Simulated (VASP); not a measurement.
# ZnS (P6_3mc) in VASP: notebook

The runs below take ZnS through single point, with PBEsol.

Everything below comes from runs of VASP 6.6.1. Logs are shortened: lines on timing, memory, paths and dates and some standing lists are left out, and cuts for length are marked.

**1. The cell of the first run**

It takes space group P6_3mc (No. 186, hexagonal). Conventional cell: a = 3.798 Å, b = 3.798 Å, c = 6.213 Å, α = 90.00°, β = 90.00°, γ = 120.00°. Within 3.0 Å of Zn (site symmetry 3m) lie 4 S at 2.31 to 2.39 Å. S (site symmetry 3m) has 4 Zn at 2.31 to 2.39 Å within 3.0 Å.

**2. Single point, PBEsol (volume scaled by 0.99)**

File INCAR:

```
ALGO = Normal
EDIFF = 1E-7
ENCUT = 520
GGA = PS
ISIF = 2
ISMEAR = -1
LASPH = True
LCHARG = False
LREAL = False
LWAVE = False
NBANDS = 26
NELM = 60
PREC = Accurate
SIGMA = 0.03
```

File KPOINTS:

```
k-points
0
Gamma
  8 8 5
```

File POSCAR:

```
ZnS
1.0
    3.7982528711      0.0000000000      0.0000000000
   -1.8991264355      3.2893834763      0.0000000000
    0.0000000000      0.0000000000      6.2131503459
Zn S
2 2
Direct
    0.3333333333      0.6666666667      0.0000000000
    0.6666666667      0.3333333333      0.5000000000
    0.3333333333      0.6666666667      0.3850000000
    0.6666666667      0.3333333333      0.8850000000
```

Potentials or basis: VASP PAW PBE potentials, release 64 (Zn, S).

Command:

```bash
$ cat potpaw_PBE.64/Zn/POTCAR potpaw_PBE.64/S/POTCAR > POTCAR
$ mpirun -np 1 vasp_std > vasp.out
```

OUTCAR:

```text
EDIFF = 1E-7
   ENCUT = 520
   GGA = PS
   ISIF = 2
   ISMEAR = -1
   LASPH = True
   LREAL = False
   NELM = 60
   PREC = Accurate

 ion  position               nearest neighbor table
   1  0.333  0.667  0.000-   4 2.31   4 2.31   4 2.31   3 2.39
   2  0.667  0.333  0.500-   3 2.31   3 2.31   3 2.31   4 2.39
   3  0.333  0.667  0.385-   2 2.31   2 2.31   2 2.31   1 2.39
   4  0.667  0.333  0.885-   1 2.31   1 2.31   1 2.31   2 2.39

  LATTYP: Found a hexagonal cell.
 ALAT       =     3.7982528711
 C/A-ratio  =     1.6357916539

  Lattice vectors:

 A1 = (   3.7982528711,   0.0000000000,   0.0000000000)
 A2 = (  -1.8991264355,   3.2893834763,   0.0000000000)
 A3 = (   0.0000000000,   0.0000000000,   6.2131503459)

Analysis of symmetry for initial positions (statically):
=====================================================================
 Subroutine PRICEL returns:
 Original cell was already a primitive cell.

 Routine SETGRP: Setting up the symmetry group for a
 hexagonal supercell.

 Subroutine GETGRP returns: Found 12 space group operations
 (whereof  6 operations were pure point group operations)
 out of a pool of 24 trial point group operations.

The static configuration has the point symmetry C_3v.
 The point group associated with its full space group is C_6v.

Analysis of symmetry for dynamics (positions and initial velocities):
=====================================================================
 Subroutine PRICEL returns:
 Original cell was already a primitive cell.

 Routine SETGRP: Setting up the symmetry group for a
 hexagonal supercell.

 Subroutine GETGRP returns: Found 12 space group operations
 (whereof  6 operations were pure point group operations)
 out of a pool of 24 trial point group operations.

The dynamic configuration has the point symmetry C_3v.
 The point group associated with its full space group is C_6v.

 Subroutine INISYM returns: Found 12 space group operations
 (whereof  6 operations are pure point group operations),
 and found     1 'primitive' translations

----------------------------------------------------------------------------------------

                                     Primitive cell

  volume of cell :      77.6265

  direct lattice vectors                    reciprocal lattice vectors
     3.798252871  0.000000000  0.000000000     0.263278943  0.152004168  0.000000000
    -1.899126435  3.289383476  0.000000000     0.000000000  0.304008337  0.000000000
     0.000000000  0.000000000  6.213150346     0.000000000  0.000000000  0.160948946

  length of vectors
     3.798252871  3.798252871  6.213150346     0.304008337  0.304008337  0.160948946

  position of ions in fractional coordinates (direct lattice)
     0.333333333  0.666666667  0.000000000
     0.666666667  0.333333333  0.500000000
     0.333333333  0.666666667  0.385000000
     0.666666667  0.333333333  0.885000000

  ion indices of the primitive-cell ions
   primitive index   ion index
                 1           1
                 2           2
                 3           3
                 4           4

----------------------------------------------------------------------------------------

 KPOINTS: k-points

Automatic generation of k-mesh.
 Grid dimensions read from file:
 generate k-points for:    8    8    5

 Generating k-lattice:

  Cartesian coordinates                     Fractional coordinates (reciprocal lattice)
     0.032909868  0.019000521  0.000000000     0.125000000  0.000000000  0.000000000
     0.000000000  0.038001042  0.000000000     0.000000000  0.125000000  0.000000000
     0.000000000  0.000000000  0.032189789     0.000000000  0.000000000  0.200000000

  Length of vectors
     0.038001042  0.038001042  0.032189789

  Shift w.r.t. Gamma in fractional coordinates (k-lattice)
     0.000000000  0.000000000  0.000000000

 Subroutine IBZKPT returns following result:
 ===========================================

 Found     30 irreducible k-points:

 Following reciprocal coordinates:
            Coordinates               Weight
  0.000000  0.000000  0.000000      1.000000
  0.125000  0.000000  0.000000      6.000000
  0.250000  0.000000  0.000000      6.000000
  0.375000  0.000000  0.000000      6.000000
  0.500000  0.000000  0.000000      3.000000
  0.125000  0.125000  0.000000      6.000000
[... 16 lines left out ...]
  0.250000  0.000000  0.400000     12.000000
  0.375000  0.000000  0.400000     12.000000
 [... further k-points ...]
   k-points           NKPTS =     30   k-points in BZ     NKDIM =     30   number of bands    NBANDS=     26
   number of dos      NEDOS =    301   number of ions     NIONS =      4
   total plane-waves  NPLWV =  37632
   dimension x,y,z NGX =    28 NGY =   28 NGZ =   48
   dimension x,y,z NGXF=    56 NGYF=   56 NGZF=   96
   ions per type =               2   2
   NGX,Y,Z   is equivalent  to a cutoff of  12.26, 12.26, 12.84 a.u.
   NGXF,Y,Z  is equivalent  to a cutoff of  24.51, 24.51, 25.69 a.u.
 SYSTEM =  unknown system
   PREC   = accura    normal or accurate (medium, high low for compatibility)
   ISTART =      0    job   : 0-new  1-cont  2-samecut
   ICHARG =      2    charge: 1-file 2-atom 10-const
   ISPIN  =      1    spin polarized calculation?
   LNONCOLLINEAR =      F non collinear calculations
   LSORBIT =      F    spin-orbit coupling
   LASPH  =      T    aspherical Exc in radial PAW
   ENCUT  =  520.0 eV  38.22 Ry    6.18 a.u.   7.06  7.06 11.55*2*pi/ulx,y,z
   NELM   =     60;   NELMIN=  2; NELMDL= -5     # of ELM steps
   EDIFF  = 0.1E-06   stopping-criterion for ELM
   LREAL  =      F    real-space projection
   EDIFFG = 0.1E-05   stopping-criterion for IOM
   NSW    =      0    number of steps for IOM
   IBRION =     -1    ionic relax: 0-MD 1-quasi-New 2-CG
   NFREE  =      0    steps in history (QN), initial steepest desc. (CG)
   ISIF   =      2    stress and relaxation
   ISYM   =      2    0-nonsym 1-usesym 2-fastsym
   POTIM  = 0.5000    time-step for ionic-motion
   TEBEG  =    0.0;   TEEND  =   0.0 temperature during run
   PSTRESS=    0.0 pullay stress
   NELECT =      36.0000    total number of electrons
   NUPDOWN=      -1.0000    fix difference up-down
   EMIN   =  10.00;   EMAX   =-10.00  energy-range for DOS
   EFERMI =   0.00;   METHOD = LEGACY
   ISMEAR =    -1;   SIGMA  =   0.03  broadening in eV -4-tet -1-fermi 0-gaus
   EFERMI_NEDOS =   21; number of points for ismear=-14 and -15
   IALGO  =     38    algorithm
   IMIX   =      4    mixing-type and parameters
     AMIX     =   0.40;   BMIX     =  1.00
     AMIX_MAG =   1.60;   BMIX_MAG =  1.00
  volume/ion in A,a.u.               =      19.41       130.96
  Fermi-wavevector in a.u.,A,eV,Ry     =   1.267182  2.394626 21.847550  1.605750
  Thomas-Fermi vector in A             =   2.400343
   LORBIT       =      0    0 simple, 1 ext, 2 COOP (PROOUT), +10 PAW based schemes
   GGA     = PS    functional components
   LHFCALC =     F    Hartree Fock is set to
   AEXX    =    0.0000 exact exchange contribution
   IVDW    =     0    specifies the selected vdW correction
   LEPSILON=     F    determine dielectric tensor
   LRPA    =     F    only Hartree local field effects (RPA)
 non-spin polarized calculation
  energy-cutoff  :      520.00
  volume of cell :       77.63
 maximum number of plane-waves:      2102
   NGX = 15   NGY = 15   NGZ = 23

 number of electron      35.9999970 magnetization

 Free energy of the ion-electron system (eV)
  ---------------------------------------------------
  ext. energy  EPLUGINS =         0.00000000
  ---------------------------------------------------
  free energy    TOTEN  =       -15.14499198 eV

  energy without entropy =      -15.14499198  energy(sigma->0) =      -15.14499198

 E-fermi :   2.7624     XC(G=0):  -9.9170

 val. band max:        2.1629472031   @ k =   0.0000   0.0000   0.0000
 cond. band min:       4.3259957500   @ k =   0.0000   0.0000   0.0000
 fundamental gap:      2.1630485469
 Fermi energy:         2.7624252062

 k-point     1 :       0.0000    0.0000    0.0000
  band No.  band energies     occupation
      1     -11.1163      2.00000
      2     -10.1563      2.00000
      3      -4.2803      2.00000
      4      -4.2803      2.00000
      5      -4.2156      2.00000
      6      -4.2156      2.00000
[... 18 lines left out ...]
     25       9.7163      0.00000
     26      11.3633      0.00000

 k-point     2 :       0.1250    0.0000    0.0000
  band No.  band energies     occupation
      1     -11.0065      2.00000
      2     -10.0930      2.00000
      3      -4.2911      2.00000
      4      -4.2544      2.00000
      5      -4.2093      2.00000
      6      -4.1824      2.00000
[... 18 lines left out ...]
     25      10.2096      0.00000
     26      10.6780      0.00000

 k-point     3 :       0.2500    0.0000    0.0000
  band No.  band energies     occupation
      1     -10.7112      2.00000
      2      -9.9446      2.00000
      3      -4.2985      2.00000
      4      -4.1971      2.00000
      5      -4.1876      2.00000
      6      -4.0987      2.00000
[... 18 lines left out ...]
     25      10.5221      0.00000
     26      11.0232      0.00000

 k-point     4 :       0.3750    0.0000    0.0000
  band No.  band energies     occupation
      1     -10.3451      2.00000
      2      -9.8242      2.00000
      3      -4.2700      2.00000
      4      -4.1515      2.00000
      5      -4.1289      2.00000
      6      -4.0079      2.00000
[... 18 lines left out ...]
     25      10.8509      0.00000
     26      12.3812      0.00000
[... 496 lines left out ...]
      1     -10.7227      2.00000
      2     -10.4429      2.00000
      3      -4.2856      2.00000
      4      -4.2560      2.00000
      5      -4.2356      2.00000
      6      -4.2134      2.00000
[... 18 lines left out ...]
     25       9.4791      0.00000
     26       9.8347      0.00000

 k-point    23 :       0.2500    0.0000    0.4000
  band No.  band energies     occupation
      1     -10.4647      2.00000
      2     -10.2285      2.00000
      3      -4.3006      2.00000
      4      -4.2604      2.00000
      5      -4.1671      2.00000
      6      -4.1364      2.00000
[... 18 lines left out ...]
     25      10.0333      0.00000
     26      10.5678      0.00000

 k-point    24 :       0.3750    0.0000    0.4000
  band No.  band energies     occupation
      1     -10.1655      2.00000
      2     -10.0038      2.00000
      3      -4.2845      2.00000
      4      -4.2414      2.00000
      5      -4.1037      2.00000
      6      -4.0590      2.00000
[... 18 lines left out ...]
     25      11.1587      0.00000
     26      11.5268      0.00000

 [... further k-points ...]
[... 5 lines left out ...]
  --------------------------------------------------------------------------------------
  -------------------------------------------------------------------------------------
  Total        0.1545970      0.1545970     -0.8119146      0.0000000     -0.0000000      0.0000000
  in kB        3.1908134      3.1908134    -16.7575571      0.0000000     -0.0000000      0.0000000
  external PRESSURE =      -3.4586434 kB  Pullay stress =       0.0000000 kB

 VOLUME and BASIS-vectors are now :
 -----------------------------------------------------------------------------
  energy-cutoff  :      520.00
  volume of cell :       77.63
      direct lattice vectors                 reciprocal lattice vectors
     3.798252871  0.000000000  0.000000000     0.263278943  0.152004168  0.000000000
    -1.899126435  3.289383476  0.000000000     0.000000000  0.304008337  0.000000000
     0.000000000  0.000000000  6.213150346     0.000000000  0.000000000  0.160948946

 POSITION                                       TOTAL-FORCE (eV/Angst)
 -----------------------------------------------------------------------------------
     -0.00000      2.19292      0.00000        -0.000000      0.000000      0.320817
      1.89913      1.09646      3.10658         0.000000     -0.000000      0.320817
     -0.00000      2.19292      2.39206         0.000000     -0.000000     -0.320817
      1.89913      1.09646      5.49864         0.000000      0.000000     -0.320817
 -----------------------------------------------------------------------------------
    total drift:                               -0.000000     -0.000001     -0.000067

  FREE ENERGIE OF THE ION-ELECTRON SYSTEM (eV)
  ---------------------------------------------------
  free  energy   TOTEN  =       -15.1449919805 eV

  energy  without entropy=      -15.1449919805  energy(sigma->0) =      -15.14499198
```

Run time: 48 s. Hardware: 1 thread of Intel Xeon Platinum 8259CL at 2.50GHz (Skylake/Cascade Lake), shared host; peak memory 0.21 GiB.

Results:

| Quantity | Value |
| --- | --- |
| Free energy | -15.1450 eV |
| Pressure | -0.3 GPa |
| Largest force | 0.321 eV/Å |
| Band gap on the k mesh | 2.16 eV, direct |

Forces on the atoms (eV/Å):
```
Zn   0.000  0.000  0.321
Zn   0.000  0.000  0.321
S    0.000  0.000 -0.321
S    0.000  0.000 -0.321
```

Stress tensor (GPa, compression positive):
```
 0.32  0.00  0.00
 0.00  0.32  0.00
 0.00  0.00 -1.68
```

Caveat: the PAW data sets were made with another functional, which shifts forces and pressure a little.

(Continued in part 2 of 2.)
